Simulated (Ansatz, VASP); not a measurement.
One calculation of MnS, two programs

Contents of INCAR:

```
PREC = Accurate
ENCUT = 520
EDIFF = 1E-6
ISMEAR = -1
SIGMA = 0.05
LREAL = False
LASPH = True
NELM = 150
ALGO = Normal
ISIF = 2
LWAVE = False
LCHARG = True
ISPIN = 2
MAGMOM = 4 -4 0 0
LORBIT = 11
LMAXMIX = 4
LDAU = True
LDAUTYPE = 2
LDAUL = 2 -1
LDAUU = 2 0
LDAUJ = 0 0
LDAUPRINT = 1
GGA = PS
LELF = True
LVHAR = True
NBANDS = 31
```

File KPOINTS:

```
Automatic mesh
0
Gamma
  9 9 9
```

POSCAR

```
MnS
1.0
   -1.8299960138     -1.0565486911      5.9418405554
    1.8299960138     -1.0565486911      5.9418405554
    0.0000000000      2.1130973824      5.9418405554
Mn S
2 2
Direct
    0.0000000000      0.0000000000      0.0000000000
    0.5000000000      0.5000000000      0.5000000000
    0.2500000000      0.2500000000      0.2500000000
    0.7500000000      0.7500000000      0.7500000000
```

The input input.yaml:

```yaml
crystal:
  lattice:
    - [-1.8299960138, -1.0565486911, 5.9418405554]
    - [1.8299960138, -1.0565486911, 5.9418405554]
    - [0.0, 2.1130973824, 5.9418405554]
  atoms:
    - { symbol: Mn, position: [0.0, 0.0, 0.0], spin: 4.0 }
    - { symbol: Mn, position: [0.5, 0.5, 0.5], spin: -4.0 }
    - { symbol: S, position: [0.25, 0.25, 0.25] }
    - { symbol: S, position: [0.75, 0.75, 0.75] }
hamiltonian:
  xc: pbesol
  pseudopotentials: { kind: paw }
  hubbard: { sites: [{ species: Mn, l: d, u_eff: 2.0 }] }
magnetization:
  spin_polarized: true
kpoints:
  mp_grid: { grid: [9, 9, 9] }
scf:
  occupations: { method: fermi_dirac, width: 0.05 }
output:
  forces: true
  stress: true
  eigenvalues: true
```

Alike in both runs: task single point; functional PBEsol; k mesh 9 × 9 × 9; occupations fermi-dirac, width 0.05 eV; collinear spin, antiferromagnetic start; Hubbard terms Mn d U = 2 eV.

|  | VASP | Ansatz |
| --- | --- | --- |
| version | VASP 6.6.1 | Ansatz 0.2.0 |
| potentials or method | VASP PAW PBE potentials, release 64 (Mn_pv, S) | Ansatz PAW |
| plane-wave cutoff (eV) | 520 | 420 |
| valence electrons in the cell | 38 | 42 |

Ansatz gave:

- gap on the k mesh at the Fermi level (eV): 1.67
- least direct gap on the mesh (eV): 2.09
- pressure (GPa): -1.7
- traceless stress, the component that is largest in VASP (GPa): -0.15
- net moment per atom (μB): 0.00
- size of the moment on the site where the two differ most (μB): 4.27

Problem. Which values does VASP return?

Solution. gap on the k mesh at the Fermi level (eV): 1.54; least direct gap on the mesh (eV): 2.03; pressure (GPa): -1.9; traceless stress, the component that is largest in VASP (GPa): -0.12; net moment per atom (μB): 0.00; size of the moment on the site where the two differ most (μB): 4.35.

VASP's potentials were made for PBE, not for PBEsol. Site moments also hang on the region over which each program counts them. The programs project onto different local orbitals, so the same U acts differently, and such runs can settle in different states. VASP's potentials hold 38 valence electrons a cell and Ansatz's 42, so a difference there can come from the potentials and not from the codes.

Noted on Ansatz's run: the magnetic or orbital state may not be the lowest; odd divisions of the mesh miss points on the zone boundary, where band edges often lie, so the gap on the mesh can be too wide.
